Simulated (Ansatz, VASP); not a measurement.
**Ca: VASP beside Ansatz**

```
CELL_PARAMETERS angstrom
3.82080 0.00000 0.00000
-1.91040 3.30891 0.00000
0.00000 0.00000 6.52000
ATOMIC_POSITIONS crystal
Ca 0.33333 0.66667 0.25000
Ca 0.66667 0.33333 0.75000
```

Change from the starting cell: strain -0.040 along x and y, +0.000 along z, atoms carried along.

Alike in both runs: task single point; functional PBEsol; k mesh 12 × 12 × 8; occupations gaussian, width 0.15 eV; no spin polarisation.

|  | VASP | Ansatz |
| --- | --- | --- |
| version | VASP 6.6.1 | Ansatz 0.2.0 |
| potentials or method | VASP PAW PBE potentials, release 64 (Ca_sv), cutoff 520 eV | scalar-relativistic, plane waves, PAW |
| valence electrons in the cell | 20 | 20 |

```csv
,VASP,Ansatz,Ansatz less VASP
gap on the k mesh at the Fermi level (eV),none,none,-
pressure (GPa),-0.2,-0.2,-0.01
"traceless stress, the component that is largest in VASP (GPa)",-0.81,-0.81,-0.001
```

VASP's potentials were made for PBE, not for PBEsol. A gap of «none» marks a metal or a gap that the smearing closes.
